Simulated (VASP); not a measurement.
YPd3, 4 atoms in the cell. The structure is cubic, space group Pm-3m (No. 221). Conventional cell: a = 4.100 Å, b = 4.100 Å, c = 4.100 Å, α = 90.00°, β = 90.00°, γ = 90.00°. Y (site symmetry m-3m) has 12 Pd at 2.90 Å within 3.8 Å. Within 3.8 Å of Pd (site symmetry 4/mmm) lie 4 Y at 2.90 Å and 8 Pd at 2.90 Å. 

```yaml
Program: VASP 6.6.1
Task: electric field gradients
Functional: PBEsol
Dispersion: D4
Potentials_or_basis: VASP PAW PBE potentials, release 64 (Y_sv, Pd)
Cutoff: 520 eV
k_mesh: 10 × 10 × 10
Occupations: fermi-dirac, width 0.15 eV
Spin: no spin polarisation
Dipole_correction: no
Further_INCAR_settings: ALGO = Normal; EDIFF = 1e-08; NBANDS = 28
```

Potentials or basis: VASP PAW PBE potentials, release 64 (Y_sv, Pd).

Command:

```console
$ cat potpaw_PBE.64/Y_sv/POTCAR potpaw_PBE.64/Pd/POTCAR > POTCAR
$ mpirun -np 1 vasp_std > vasp.out
```

Hardware: 1 thread of Oxide Virtual Turin-like Processor (shared host).

Estimate the wall time of this run.

Wall time 2.5 min on 1 thread of Oxide Virtual Turin-like Processor, with other jobs on the host, peak memory 0.22 GiB. Counts: scf iterations 17, k points 56.
